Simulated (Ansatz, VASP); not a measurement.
# YbBi in VASP and in Ansatz

```
Yb Bi
1.0
     4.07634    0.00000    0.00000
    -2.03817    3.53021    0.00000
     0.00000    0.00000    4.66251
Yb Bi
1 1
Direct
  0.00000 0.00000 0.00000
  0.66667 0.33333 0.50000
```

Alike in both runs: task single point; functional PBE; k mesh 6 × 6 × 4; occupations gaussian, width 0.05 eV; collinear spin; Hubbard terms Yb f U = 6.0 eV.

|  | VASP | Ansatz |
| --- | --- | --- |
| version | VASP 6.6.1 | Ansatz 0.2.0 |
| potentials or method | VASP PAW PBE potentials, release 64 (Yb, Bi_d), cutoff 520 eV | scalar-relativistic, plane waves, PAW |
| valence electrons in the cell | 39 | 39 |

|  | VASP | Ansatz | Ansatz less VASP |
| --- | --- | --- | --- |
| gap on the k mesh at the Fermi level (eV) | none | none | - |
| pressure (GPa) | 0.3 | 0.1 | -0.20 |
| traceless stress, the component that is largest in VASP (GPa) | -0.02 | 0.22 | +0.238 |
| net moment per atom (μB) | 0.00 | 0.00 | -0.002 |

The programs project onto different local orbitals, so the same U acts differently, and such runs can settle in different states. A gap of «none» marks a metal or a gap that the smearing closes. Ansatz's warnings: filled band counts differ across k points, seeded moment not kept.

Neither program's run includes spin-orbit coupling.
